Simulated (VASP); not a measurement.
# PbS (Fm-3m) in VASP: single point with PBEsol

Aim: the single point of PbS with PBEsol.

All numbers are computed with VASP 6.6.1; they aren't measurements. Logs are shortened: lines on timing, memory, paths and dates and some standing lists are left out, and cuts for length are marked.

### 1 The cell of the first run

The structure is cubic, space group Fm-3m (No. 225). Conventional cell: a = 5.903 Å, b = 5.903 Å, c = 5.903 Å, α = 90.00°, β = 90.00°, γ = 90.00°. Within 3.9 Å of Pb (site symmetry m-3m) lie 6 S at 2.95 Å. Within 3.9 Å of S (site symmetry m-3m) lie 6 Pb at 2.95 Å.

### 2 Single point, PBEsol

Input file INCAR:

```
SYSTEM = PbS
PREC = Accurate ; ENCUT = 500
EDIFF = 1E-6 ; ISMEAR = 0
SIGMA = 0.02 ; LREAL = .False.
LASPH = .True. ; NELM = 120
ALGO = Normal ; ISIF = 2
LWAVE = .False. ; LCHARG = .False.
GGA = PS ; NBANDS = 17
GGA_COMPAT = .False.
```

Input file KPOINTS:

```
Automatic mesh
0
Gamma
  16 16 16
  0 0 0
```

Input file POSCAR:

```
PbS
1.0
    0.0000000000      2.9516717168      2.9516717168
    2.9516717168      0.0000000000      2.9516717168
    2.9516717168      2.9516717168      0.0000000000
Pb S
1 1
Direct
    0.5000000000      0.5000000000      0.5000000000
    0.0000000000      0.0000000000      0.0000000000
```

Potentials or basis: VASP PAW PBE potentials, release 64 (Pb_d, S).

Command:

```bash
cat potpaw_PBE.64/Pb_d/POTCAR potpaw_PBE.64/S/POTCAR > POTCAR
mpirun -np 1 vasp_std > vasp.out
```

OUTCAR:

```text
SYSTEM = PbS
   PREC = Accurate
   ENCUT = 500
   EDIFF = 1E-6
   ISMEAR = 0
   LREAL = .False.
   LASPH = .True.
   NELM = 120
   ISIF = 2
   GGA = PS

 ion  position               nearest neighbor table
   1  0.500  0.500  0.500-   2 2.95   2 2.95   2 2.95   2 2.95   2 2.95   2 2.95
   2  0.000  0.000  0.000-   1 2.95   1 2.95   1 2.95   1 2.95   1 2.95   1 2.95

  LATTYP: Found a face centered cubic cell.
 ALAT       =     5.9033434336

  Lattice vectors:

 A1 = (   0.0000000000,   2.9516717168,   2.9516717168)
 A2 = (   2.9516717168,   0.0000000000,   2.9516717168)
 A3 = (   2.9516717168,   2.9516717168,   0.0000000000)

Analysis of symmetry for initial positions (statically):
=====================================================================
 Subroutine PRICEL returns:
 Original cell was already a primitive cell.

 Routine SETGRP: Setting up the symmetry group for a
 face centered cubic supercell.

 Subroutine GETGRP returns: Found 48 space group operations
 (whereof 48 operations were pure point group operations)
 out of a pool of 48 trial point group operations.

The static configuration has the point symmetry O_h .

Analysis of symmetry for dynamics (positions and initial velocities):
=====================================================================
 Subroutine PRICEL returns:
 Original cell was already a primitive cell.

 Routine SETGRP: Setting up the symmetry group for a
 face centered cubic supercell.

 Subroutine GETGRP returns: Found 48 space group operations
 (whereof 48 operations were pure point group operations)
 out of a pool of 48 trial point group operations.

The dynamic configuration has the point symmetry O_h .

 Subroutine INISYM returns: Found 48 space group operations
 (whereof 48 operations are pure point group operations),
 and found     1 'primitive' translations

----------------------------------------------------------------------------------------

                                     Primitive cell

  volume of cell :      51.4321

  direct lattice vectors                    reciprocal lattice vectors
     0.000000000  2.951671717  2.951671717    -0.169395532  0.169395532  0.169395532
     2.951671717  0.000000000  2.951671717     0.169395532 -0.169395532  0.169395532
     2.951671717  2.951671717  0.000000000     0.169395532  0.169395532 -0.169395532

  length of vectors
     4.174294174  4.174294174  4.174294174     0.293401668  0.293401668  0.293401668

  position of ions in fractional coordinates (direct lattice)
     0.500000000  0.500000000  0.500000000
     0.000000000  0.000000000  0.000000000

  ion indices of the primitive-cell ions
   primitive index   ion index
                 1           1
                 2           2

----------------------------------------------------------------------------------------

 KPOINTS: Automatic mesh

Automatic generation of k-mesh.
 Grid dimensions read from file:
 generate k-points for:   16   16   16

 Generating k-lattice:

  Cartesian coordinates                     Fractional coordinates (reciprocal lattice)
    -0.010587221  0.010587221  0.010587221     0.062500000  0.000000000  0.000000000
     0.010587221 -0.010587221  0.010587221     0.000000000  0.062500000  0.000000000
     0.010587221  0.010587221 -0.010587221     0.000000000  0.000000000  0.062500000

  Length of vectors
     0.018337604  0.018337604  0.018337604

  Shift w.r.t. Gamma in fractional coordinates (k-lattice)
     0.000000000  0.000000000  0.000000000

 Subroutine IBZKPT returns following result:
 ===========================================

 Found    145 irreducible k-points:

 Following reciprocal coordinates:
            Coordinates               Weight
  0.000000  0.000000  0.000000      1.000000
  0.062500  0.000000  0.000000      8.000000
  0.125000  0.000000  0.000000      8.000000
  0.187500  0.000000  0.000000      8.000000
  0.250000  0.000000  0.000000      8.000000
  0.312500  0.000000  0.000000      8.000000
[... 16 lines left out ...]
 -0.125000  0.062500  0.000000     24.000000
 -0.062500  0.062500  0.000000     12.000000
 [... further k-points ...]
   k-points           NKPTS =    145   k-points in BZ     NKDIM =    145   number of bands    NBANDS=     17
   number of dos      NEDOS =    301   number of ions     NIONS =      2
   total plane-waves  NPLWV =  27000
   dimension x,y,z NGX =    30 NGY =   30 NGZ =   30
   dimension x,y,z NGXF=    60 NGYF=   60 NGZF=   60
   ions per type =               1   1
   NGX,Y,Z   is equivalent  to a cutoff of  11.95, 11.95, 11.95 a.u.
   NGXF,Y,Z  is equivalent  to a cutoff of  23.90, 23.90, 23.90 a.u.
 SYSTEM =  PbS
   PREC   = accura    normal or accurate (medium, high low for compatibility)
   ISTART =      0    job   : 0-new  1-cont  2-samecut
   ICHARG =      2    charge: 1-file 2-atom 10-const
   ISPIN  =      1    spin polarized calculation?
   LNONCOLLINEAR =      F non collinear calculations
   LSORBIT =      F    spin-orbit coupling
   LASPH  =      T    aspherical Exc in radial PAW
   ENCUT  =  500.0 eV  36.75 Ry    6.06 a.u.   7.61  7.61  7.61*2*pi/ulx,y,z
   NELM   =    120;   NELMIN=  2; NELMDL= -5     # of ELM steps
   EDIFF  = 0.1E-05   stopping-criterion for ELM
   LREAL  =      F    real-space projection
   EDIFFG = 0.1E-04   stopping-criterion for IOM
   NSW    =      0    number of steps for IOM
   IBRION =     -1    ionic relax: 0-MD 1-quasi-New 2-CG
   NFREE  =      0    steps in history (QN), initial steepest desc. (CG)
   ISIF   =      2    stress and relaxation
   ISYM   =      2    0-nonsym 1-usesym 2-fastsym
   POTIM  = 0.5000    time-step for ionic-motion
   TEBEG  =    0.0;   TEEND  =   0.0 temperature during run
   PSTRESS=    0.0 pullay stress
   NELECT =      20.0000    total number of electrons
   NUPDOWN=      -1.0000    fix difference up-down
   EMIN   =  10.00;   EMAX   =-10.00  energy-range for DOS
   EFERMI =   0.00;   METHOD = LEGACY
   ISMEAR =     0;   SIGMA  =   0.02  broadening in eV -4-tet -1-fermi 0-gaus
   EFERMI_NEDOS =   21; number of points for ismear=-14 and -15
   IALGO  =     38    algorithm
   IMIX   =      4    mixing-type and parameters
     AMIX     =   0.40;   BMIX     =  1.00
     AMIX_MAG =   1.60;   BMIX_MAG =  1.00
  volume/ion in A,a.u.               =      25.72       173.54
  Fermi-wavevector in a.u.,A,eV,Ry     =   1.194924  2.258078 19.426973  1.427842
  Thomas-Fermi vector in A             =   2.330902
   LORBIT       =      0    0 simple, 1 ext, 2 COOP (PROOUT), +10 PAW based schemes
   GGA     = PS    functional components
   LHFCALC =     F    Hartree Fock is set to
   AEXX    =    0.0000 exact exchange contribution
   IVDW    =     0    specifies the selected vdW correction
   LEPSILON=     F    determine dielectric tensor
   LRPA    =     F    only Hartree local field effects (RPA)
 non-spin polarized calculation
 Gauss-broadening in eV      SIGMA  =   0.02
  energy-cutoff  :      500.00
  volume of cell :       51.43
 maximum number of plane-waves:      1325
   NGX = 15   NGY = 15   NGZ = 15

 number of electron      20.0000006 magnetization

 Free energy of the ion-electron system (eV)
  ---------------------------------------------------
  ext. energy  EPLUGINS =         0.00000000
  ---------------------------------------------------
  free energy    TOTEN  =        -9.45658088 eV

  energy without entropy =       -9.45658088  energy(sigma->0) =       -9.45658088

 E-fermi :   6.0002     XC(G=0):  -9.9539

 val. band max:        5.8950979270   @ k =   0.5000   0.0000   0.0000
 cond. band min:       6.0948317710   @ k =   0.5000   0.0000   0.0000
 fundamental gap:      0.1997338439
 Fermi energy:         6.0001657867

 k-point     1 :       0.0000    0.0000    0.0000
  band No.  band energies     occupation
      1     -10.8900      2.00000
      2     -10.8900      2.00000
      3     -10.8900      2.00000
      4     -10.8771      2.00000
      5     -10.8771      2.00000
      6      -7.8559      2.00000
[... 9 lines left out ...]
     16      12.4856      0.00000
     17      14.2798      0.00000

 k-point     2 :       0.0625    0.0000    0.0000
  band No.  band energies     occupation
      1     -10.8899      2.00000
      2     -10.8889      2.00000
      3     -10.8889      2.00000
      4     -10.8777      2.00000
      5     -10.8777      2.00000
      6      -7.8210      2.00000
[... 9 lines left out ...]
     16      12.6002      0.00000
     17      14.6743      0.00000

 k-point     3 :       0.1250    0.0000    0.0000
  band No.  band energies     occupation
      1     -10.8894      2.00000
      2     -10.8878      2.00000
      3     -10.8878      2.00000
      4     -10.8770      2.00000
      5     -10.8770      2.00000
      6      -7.7178      2.00000
[... 9 lines left out ...]
     16      12.8672      0.00000
     17      15.5454      0.00000

 k-point     4 :       0.1875    0.0000    0.0000
  band No.  band energies     occupation
      1     -10.8911      2.00000
      2     -10.8911      2.00000
      3     -10.8887      2.00000
      4     -10.8712      2.00000
      5     -10.8712      2.00000
      6      -7.5515      2.00000
[... 9 lines left out ...]
     16      13.2440      0.00000
     17      16.5803      0.00000

 k-point     5 :       0.2500    0.0000    0.0000
  band No.  band energies     occupation
      1     -10.8969      2.00000
      2     -10.8969      2.00000
      3     -10.8882      2.00000
      4     -10.8623      2.00000
      5     -10.8623      2.00000
      6      -7.3325      2.00000
[... 9 lines left out ...]
     16      13.7301      0.00000
     17      17.6583      0.00000

 k-point     6 :       0.3125    0.0000    0.0000
  band No.  band energies     occupation
      1     -10.9029      2.00000
      2     -10.9029      2.00000
      3     -10.8878      2.00000
      4     -10.8531      2.00000
      5     -10.8531      2.00000
      6      -7.0798      2.00000
[... 9 lines left out ...]
     16      14.3172      0.00000
     17      18.1939      0.00000

 k-point     7 :       0.3750    0.0000    0.0000
  band No.  band energies     occupation
      1     -10.9082      2.00000
      2     -10.9082      2.00000
      3     -10.8875      2.00000
      4     -10.8451      2.00000
      5     -10.8451      2.00000
      6      -6.8269      2.00000
[... 9 lines left out ...]
     16      14.9761      0.00000
     17      17.6226      0.00000

 k-point     8 :       0.4375    0.0000    0.0000
  band No.  band energies     occupation
      1     -10.9117      2.00000
      2     -10.9117      2.00000
      3     -10.8874      2.00000
      4     -10.8398      2.00000
      5     -10.8398      2.00000
      6      -6.6281      2.00000
[... 9 lines left out ...]
     16      15.6180      0.00000
     17      16.8052      0.00000
[... 203 lines left out ...]
      1     -10.9114      2.00000
      2     -10.9091      2.00000
      3     -10.8864      2.00000
      4     -10.8456      2.00000
      5     -10.8428      2.00000
      6      -6.7254      2.00000
[... 9 lines left out ...]
     16      15.7817      0.00000
     17      17.0656      0.00000

 k-point    20 :      -0.3125    0.0625    0.0000
  band No.  band energies     occupation
      1     -10.9056      2.00000
      2     -10.9051      2.00000
      3     -10.8869      2.00000
      4     -10.8540      2.00000
      5     -10.8482      2.00000
      6      -6.9653      2.00000
[... 9 lines left out ...]
     16      15.1439      0.00000
     17      17.7934      0.00000

 k-point    21 :      -0.2500    0.0625    0.0000
  band No.  band energies     occupation
      1     -10.8995      2.00000
      2     -10.8989      2.00000
      3     -10.8877      2.00000
      4     -10.8636      2.00000
      5     -10.8557      2.00000
      6      -7.2213      2.00000
[... 9 lines left out ...]
     16      14.5031      0.00000
     17      17.2637      0.00000

 k-point    22 :      -0.1875    0.0625    0.0000
  band No.  band energies     occupation
      1     -10.8932      2.00000
      2     -10.8926      2.00000
      3     -10.8886      2.00000
      4     -10.8730      2.00000
      5     -10.8640      2.00000
      6      -7.4533      2.00000
[... 9 lines left out ...]
     16      13.9283      0.00000
     17      16.2782      0.00000

 k-point    23 :      -0.1250    0.0625    0.0000
  band No.  band energies     occupation
      1     -10.8898      2.00000
      2     -10.8878      2.00000
      3     -10.8874      2.00000
      4     -10.8805      2.00000
      5     -10.8714      2.00000
      6      -7.6383      2.00000
[... 9 lines left out ...]
     16      13.4319      0.00000
     17      15.4713      0.00000

 k-point    24 :      -0.0625    0.0625    0.0000
  band No.  band energies     occupation
      1     -10.8901      2.00000
      2     -10.8873      2.00000
      3     -10.8870      2.00000
      4     -10.8807      2.00000
      5     -10.8758      2.00000
      6      -7.7631      2.00000
[... 9 lines left out ...]
     16      13.0077      0.00000
     17      15.0910      0.00000

 [... further k-points ...]

------------------------ aborting loop because EDIFF is reached ----------------------------------------

  FORCE on cell =-STRESS in cart. coord.  units (eV):
  Direction    XX          YY          ZZ          XY          YZ          ZX
  --------------------------------------------------------------------------------------
  -------------------------------------------------------------------------------------
  Total       -0.0201536     -0.0201536     -0.0201536      0.0000000      0.0000000     -0.0000000
  in kB       -0.6278099     -0.6278099     -0.6278099      0.0000000      0.0000000     -0.0000000
  external PRESSURE =      -0.6278099 kB  Pullay stress =       0.0000000 kB

 VOLUME and BASIS-vectors are now :
 -----------------------------------------------------------------------------
  energy-cutoff  :      500.00
  volume of cell :       51.43
      direct lattice vectors                 reciprocal lattice vectors
     0.000000000  2.951671717  2.951671717    -0.169395532  0.169395532  0.169395532
     2.951671717  0.000000000  2.951671717     0.169395532 -0.169395532  0.169395532
     2.951671717  2.951671717  0.000000000     0.169395532  0.169395532 -0.169395532

 POSITION                                       TOTAL-FORCE (eV/Angst)
 -----------------------------------------------------------------------------------
      2.95167      2.95167      2.95167         0.000000      0.000000      0.000000
      0.00000      0.00000      0.00000        -0.000000     -0.000000     -0.000000
 -----------------------------------------------------------------------------------
    total drift:                                0.000000      0.000000      0.000000

  FREE ENERGIE OF THE ION-ELECTRON SYSTEM (eV)
  ---------------------------------------------------
  free  energy   TOTEN  =        -9.4565808840 eV

  energy  without entropy=       -9.4565808840  energy(sigma->0) =       -9.45658088
```

Run time: 2.1 min. Hardware: 1 thread of AMD EPYC 7R43 (Zen 3), shared host; peak memory 0.21 GiB.

What came out:

```yaml
Free_energy: -9.4566 eV
Pressure: -0.1 GPa
Band_gap_on_the_k_mesh: 0.20 eV
```

Caveat: the PAW data sets were made with another functional, which shifts forces and pressure a little; spin-orbit coupling is left out, which moves the levels of the heavy elements. A k mesh can miss the band edges.
